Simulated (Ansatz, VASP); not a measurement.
Ir in VASP and in Ansatz

```
Ir
1.0
     2.72013    0.00000    0.00000
    -1.36006    2.35570    0.00000
     0.00000    0.00000    4.40796
Ir
2
Direct
  0.33333 0.66667 0.25000
  0.66667 0.33333 0.75000
```

Alike in both runs: task single point; functional PBEsol; k mesh 16 × 16 × 9; occupations fermi-dirac, width 0.08 eV; no spin polarisation.

```csv
,VASP,Ansatz
version,VASP 6.6.1,Ansatz 0.2.0
potentials or method,"VASP PAW PBE potentials, release 64 (Ir), cutoff 520 eV","all-electron LAPW, scalar-relativistic"
```

|  | VASP | Ansatz | Ansatz less VASP |
| --- | --- | --- | --- |
| pressure (GPa) | 0.9 | -0.1 | -1.02 |
| traceless stress, the component that is largest in VASP (GPa) | 0.05 | 0.00 | -0.049 |

VASP's potentials were made for PBE, not for PBEsol. Ansatz ran all-electron here, and VASP with PAW potentials.

Spin-orbit coupling is off throughout.
